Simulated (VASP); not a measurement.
# Co in VASP: single point with PBEsol

Aim: the single point of Co with PBEsol.

All numbers are computed with VASP 6.6.1; they aren't measurements. Logs are shortened: lines on timing, memory, paths and dates and some standing lists are left out, and cuts for length are marked.

## 1. The cell of the first run

The cell holds a slab with vacuum, 5 atoms: a = 2.456 Å, b = 2.456 Å, c = 24.939 Å, α = 90.00°, β = 90.00°, γ = 120.00°.

## 2. Single point, PBEsol, collinear spin, ferromagnetic start

INCAR reads:

```
  ALGO = Normal
  DIPOL = 0.5 0.5 0.500
  EDIFF = 1E-6
  ENCUT = 520
  GGA = PS
  IDIPOL = 3
  ISIF = 2
  ISMEAR = 0
  ISPIN = 2
  LASPH = True
  LCHARG = False
  LDIPOL = True
  LMAXMIX = 4
  LORBIT = 11
  LREAL = False
  LWAVE = False
  MAGMOM = 1.8 1.8 1.8 1.8 1.8
  NBANDS = 34
  NELM = 150
  PREC = Accurate
  SIGMA = 0.1
```

KPOINTS reads:

```
k-points
0
Gamma
  12 12 1
```

POSCAR reads:

```
Co
1.0
    2.4564239303      0.0000000000      0.0000000000
   -1.2282119652      2.1273255261      0.0000000000
    0.0000000000      0.0000000000     24.9388241190
Co
5
Direct
    0.6666666667      0.3333333333      0.3408340329
    0.3333333333      0.6666666667      0.4204170164
    0.6666666667      0.3333333333      0.5002428379
    0.3333333333      0.6666666667      0.5805068366
    0.6666666667      0.3333333333      0.6577835038
```

Potentials or basis: VASP PAW PBE potentials, release 64 (Co).

The run is started by

```
> cat potpaw_PBE.64/Co/POTCAR > POTCAR
> mpirun -np 1 vasp_std > vasp.out
```

OUTCAR:

```text
EDIFF = 1E-6
   ENCUT = 520
   GGA = PS
   ISIF = 2
   ISMEAR = 0
   ISPIN = 2
   LASPH = True
   LORBIT = 11
   LREAL = False
   NELM = 150
   PREC = Accurate

 ion  position               nearest neighbor table
   1  0.667  0.333  0.341-   2 2.44   2 2.44   2 2.44
   2  0.333  0.667  0.420-   1 2.44   1 2.44   1 2.44   3 2.44   3 2.44   3 2.44
   3  0.667  0.333  0.500-   2 2.44   2 2.44   2 2.44   4 2.45   4 2.45   4 2.45
   4  0.333  0.667  0.581-   5 2.39   5 2.39   5 2.39   3 2.45   3 2.45   3 2.45
   5  0.667  0.333  0.658-   4 2.39   4 2.39   4 2.39

  LATTYP: Found a hexagonal cell.
 ALAT       =     2.4564239303
 C/A-ratio  =    10.1524919259

  Lattice vectors:

 A1 = (   2.4564239303,   0.0000000000,   0.0000000000)
 A2 = (  -1.2282119652,   2.1273255261,   0.0000000000)
 A3 = (   0.0000000000,   0.0000000000,  24.9388241190)

Analysis of symmetry for initial positions (statically):
=====================================================================
 Subroutine PRICEL returns:
 Original cell was already a primitive cell.

 Routine SETGRP: Setting up the symmetry group for a
 hexagonal supercell.

 Subroutine GETGRP returns: Found  6 space group operations
 (whereof  6 operations were pure point group operations)
 out of a pool of 24 trial point group operations.

The static configuration has the point symmetry C_3v.

Analysis of symmetry for dynamics (positions and initial velocities):
=====================================================================
 Subroutine PRICEL returns:
 Original cell was already a primitive cell.

 Routine SETGRP: Setting up the symmetry group for a
 hexagonal supercell.

 Subroutine GETGRP returns: Found  6 space group operations
 (whereof  6 operations were pure point group operations)
 out of a pool of 24 trial point group operations.

The dynamic configuration has the point symmetry C_3v.

Analysis of structural, dynamic, and magnetic symmetry:
=====================================================================
 Subroutine PRICEL returns:
 Original cell was already a primitive cell.

 Routine SETGRP: Setting up the symmetry group for a
 hexagonal supercell.

 Subroutine GETGRP returns: Found  6 space group operations
 (whereof  6 operations were pure point group operations)
 out of a pool of 24 trial point group operations.

The overall configuration has the point symmetry C_3v.

 Subroutine INISYM returns: Found  6 space group operations
 (whereof  6 operations are pure point group operations),
 and found     1 'primitive' translations

----------------------------------------------------------------------------------------

                                     Primitive cell

  volume of cell :     130.3207

  direct lattice vectors                    reciprocal lattice vectors
     2.456423930  0.000000000  0.000000000     0.407095855  0.235036901  0.000000000
    -1.228211965  2.127325526  0.000000000     0.000000000  0.470073803  0.000000000
     0.000000000  0.000000000 24.938824119     0.000000000  0.000000000  0.040098122

  length of vectors
     2.456423930  2.456423930 24.938824119     0.470073803  0.470073803  0.040098122

  position of ions in fractional coordinates (direct lattice)
     0.666666667  0.333333333  0.340834033
     0.333333333  0.666666667  0.420417016
     0.666666667  0.333333333  0.500242838
     0.333333333  0.666666667  0.580506837
     0.666666667  0.333333333  0.657783504

  ion indices of the primitive-cell ions
   primitive index   ion index
                 1           1
                 2           2
                 3           3
                 4           4
                 5           5

----------------------------------------------------------------------------------------

 KPOINTS: k-points

Automatic generation of k-mesh.
 Grid dimensions read from file:
 generate k-points for:   12   12    1

 Generating k-lattice:

  Cartesian coordinates                     Fractional coordinates (reciprocal lattice)
     0.033924655  0.019586408  0.000000000     0.083333333  0.000000000  0.000000000
     0.000000000  0.039172817  0.000000000     0.000000000  0.083333333  0.000000000
     0.000000000  0.000000000  0.040098122     0.000000000  0.000000000  1.000000000

  Length of vectors
     0.039172817  0.039172817  0.040098122

  Shift w.r.t. Gamma in fractional coordinates (k-lattice)
     0.000000000  0.000000000  0.000000000

 Subroutine IBZKPT returns following result:
 ===========================================

 Found     19 irreducible k-points:

 Following reciprocal coordinates:
            Coordinates               Weight
  0.000000  0.000000  0.000000      1.000000
  0.083333  0.000000  0.000000      6.000000
  0.166667 -0.000000  0.000000      6.000000
  0.250000  0.000000  0.000000      6.000000
  0.333333  0.000000  0.000000      6.000000
  0.416667  0.000000  0.000000      6.000000
[... 11 lines left out ...]
  0.333333  0.250000  0.000000     12.000000
  0.333333  0.333333  0.000000      2.000000
   k-points           NKPTS =     19   k-points in BZ     NKDIM =     19   number of bands    NBANDS=     34
   number of dos      NEDOS =    301   number of ions     NIONS =      5
   total plane-waves  NPLWV =  62208
   dimension x,y,z NGX =    18 NGY =   18 NGZ =  192
   dimension x,y,z NGXF=    36 NGYF=   36 NGZF=  384
   ions per type =               5
   NGX,Y,Z   is equivalent  to a cutoff of  12.18, 12.18, 12.80 a.u.
   NGXF,Y,Z  is equivalent  to a cutoff of  24.36, 24.36, 25.60 a.u.
 SYSTEM =  unknown system
   PREC   = accura    normal or accurate (medium, high low for compatibility)
   ISTART =      0    job   : 0-new  1-cont  2-samecut
   ICHARG =      2    charge: 1-file 2-atom 10-const
   ISPIN  =      2    spin polarized calculation?
   LNONCOLLINEAR =      F non collinear calculations
   LSORBIT =      F    spin-orbit coupling
   LASPH  =      T    aspherical Exc in radial PAW
   ENCUT  =  520.0 eV  38.22 Ry    6.18 a.u.   4.57  4.57 46.37*2*pi/ulx,y,z
   NELM   =    150;   NELMIN=  2; NELMDL= -5     # of ELM steps
   EDIFF  = 0.1E-05   stopping-criterion for ELM
   LREAL  =      F    real-space projection
[... 7 lines left out ...]
   TEBEG  =    0.0;   TEEND  =   0.0 temperature during run
   PSTRESS=    0.0 pullay stress
   NELECT =      45.0000    total number of electrons
   NUPDOWN=      -1.0000    fix difference up-down
   EMIN   =  10.00;   EMAX   =-10.00  energy-range for DOS
   EFERMI =   0.00;   METHOD = LEGACY
   ISMEAR =     0;   SIGMA  =   0.10  broadening in eV -4-tet -1-fermi 0-gaus
   EFERMI_NEDOS =   21; number of points for ismear=-14 and -15
   IALGO  =     38    algorithm
   IMIX   =      4    mixing-type and parameters
     AMIX     =   0.40;   BMIX     =  1.00
     AMIX_MAG =   1.60;   BMIX_MAG =  1.00
  volume/ion in A,a.u.               =      26.06       175.89
  Fermi-wavevector in a.u.,A,eV,Ry     =   1.148527  2.170402 17.947643  1.319115
  Thomas-Fermi vector in A             =   2.285202
   LORBIT       =     11    0 simple, 1 ext, 2 COOP (PROOUT), +10 PAW based schemes
   GGA     = PS    functional components
   LHFCALC =     F    Hartree Fock is set to
   AEXX    =    0.0000 exact exchange contribution
   IVDW    =     0    specifies the selected vdW correction
   LEPSILON=     F    determine dielectric tensor
   LRPA    =     F    only Hartree local field effects (RPA)
 spin polarized calculation
 Gauss-broadening in eV      SIGMA  =   0.10
  energy-cutoff  :      520.00
  volume of cell :      130.32
 maximum number of plane-waves:      3562
   NGX =  9   NGY =  9   NGZ = 93

 dipolmoment           0.000000      0.000000      0.000644 electrons x Angstroem

 number of electron      44.9999967 magnetization       8.2527311

 dipolmoment           0.000000      0.000000     -0.001056 electrons x Angstroem

 Free energy of the ion-electron system (eV)
  ---------------------------------------------------
  ext. energy  EPLUGINS =         0.00000000
  ---------------------------------------------------
  free energy    TOTEN  =       -37.01375387 eV

  energy without entropy =      -36.98315012  energy(sigma->0) =      -36.99845199

 E-fermi :   1.2976     XC(G=0):  -6.2936

 val. band max:        1.2938948224   @ k =   0.2500   0.1667   0.0000
 cond. band min:       1.3002025599   @ k =   0.0000   0.0000   0.0000
 fundamental gap:      0.0063077375
 Fermi energy:         1.2976398380

 spin component 1

 k-point     1 :       0.0000    0.0000    0.0000
  band No.  band energies     occupation
      1      -7.6457      1.00000
      2      -6.7216      1.00000
      3      -5.3646      1.00000
      4      -4.3561      1.00000
      5      -4.1008      1.00000
      6      -1.6581      1.00000
[... 692 lines left out ...]
     33       8.6995      0.00000
     34      10.4438      0.00000
 Fermi energy:         1.2976398380

 spin component 2

 k-point     1 :       0.0000    0.0000    0.0000
  band No.  band energies     occupation
      1      -7.5559      1.00000
      2      -6.6119      1.00000
      3      -5.1623      1.00000
      4      -3.8082      1.00000
      5      -3.2218      1.00000
      6      -0.2260      1.00000
[... 692 lines left out ...]
     33       9.4239      0.00000
     34      11.0291      0.00000

------------------------ aborting loop because EDIFF is reached ----------------------------------------

 vacuum level on the upper side and lower side of the slab       (xc-potential included)         0.025         0.058

  FORCE on cell =-STRESS in cart. coord.  units (eV):
  Direction    XX          YY          ZZ          XY          YZ          ZX
  --------------------------------------------------------------------------------------
  -------------------------------------------------------------------------------------
  Total       -1.8983557     -1.8983557     -0.9124714      0.0000000      0.0000000     -0.0000000
  in kB      -23.3386066    -23.3386066    -11.2180306      0.0000000      0.0000000     -0.0000000
  external PRESSURE =     -19.2984146 kB  Pullay stress =       0.0000000 kB

 VOLUME and BASIS-vectors are now :
 -----------------------------------------------------------------------------
  energy-cutoff  :      520.00
  volume of cell :      130.32
      direct lattice vectors                 reciprocal lattice vectors
     2.456423930  0.000000000  0.000000000     0.407095855  0.235036901  0.000000000
    -1.228211965  2.127325526  0.000000000     0.000000000  0.470073803  0.000000000
     0.000000000  0.000000000 24.938824119     0.000000000  0.000000000  0.040098122

 POSITION                                       TOTAL-FORCE (eV/Angst)
 -----------------------------------------------------------------------------------
      1.22821      0.70911      8.50000        -0.000000     -0.000000      0.363053
     -0.00000      1.41822     10.48471        -0.000000     -0.000000     -0.323442
      1.22821      0.70911     12.47547         0.000000     -0.000000     -0.000707
     -0.00000      1.41822     14.47716         0.000000     -0.000000     -0.023999
      1.22821      0.70911     16.40435         0.000000      0.000000     -0.014906
 -----------------------------------------------------------------------------------
    total drift:                               -0.000000      0.000000      0.000133

  FREE ENERGIE OF THE ION-ELECTRON SYSTEM (eV)
  ---------------------------------------------------
  free  energy   TOTEN  =       -37.0137538729 eV

  energy  without entropy=      -36.9831501157  energy(sigma->0) =      -36.99845199

 vacuum level on the upper side and lower side of the slab         6.500         6.534

 total charge

# of ion       s       p       d       tot
------------------------------------------
    1        0.497   0.430   7.247   8.175
    2        0.504   0.562   7.287   8.353
    3        0.508   0.558   7.288   8.354
    4        0.510   0.573   7.297   8.380
    5        0.504   0.443   7.263   8.210
--------------------------------------------------
tot          2.524   2.566  36.383  41.472

 magnetization (x)

# of ion       s       p       d       tot
------------------------------------------
    1       -0.008  -0.029   1.753   1.716
    2       -0.015  -0.047   1.694   1.632
    3       -0.012  -0.046   1.654   1.596
    4       -0.015  -0.048   1.685   1.622
    5       -0.008  -0.028   1.736   1.700
--------------------------------------------------
tot         -0.059  -0.198   8.523   8.266
```

Wall time 16 min (1 thread of Intel Xeon 8259CL, shared host); peak memory 0.34 GiB.

What came out:

```
Free energy                                           : -37.0138 eV
Largest force                                         : 0.363 eV/Å
Net moment                                            : 8.25 μB per cell
Site moments                                          : Co +1.72, +1.63, +1.60, +1.62, +1.70 μB
Valence electrons inside the program's atomic spheres : Co 8.18, 8.35, 8.38, 8.21 (each value once)
```

Forces in eV/Å, atoms in the order of the input:
```
Co   0.000  0.000  0.363
Co   0.000  0.000 -0.323
Co   0.000  0.000 -0.001
Co   0.000  0.000 -0.024
Co   0.000  0.000 -0.015
```

Levels at points of the mesh, in eV from the Fermi level:
Spin up:
```
           k point  band 23  band 24  band 25  band 26  band 27  band 28  band 29  band 30  band 31  band 32
(0.00, 0.00, 0.00)    -1.47    -1.07    -1.07    -0.87    -0.87    -0.78    -0.78    -0.62     0.10     4.82
(0.50, 0.00, 0.00)    -0.48    -0.41    -0.40     1.06     1.20     1.79     2.78     3.34     6.99     7.08
```
Spin down:
```
           k point  band 15  band 16  band 17  band 18  band 19  band 20  band 21  band 22
(0.00, 0.00, 0.00)    -0.95    -0.81    -0.81    -0.68    -0.68    -0.22     0.00     0.00
(0.50, 0.00, 0.00)    -0.42     0.05     0.62     0.70     0.75     1.21     1.26     1.31
```

Caveat: the PAW data sets were made with another functional, which shifts forces and pressure a little.
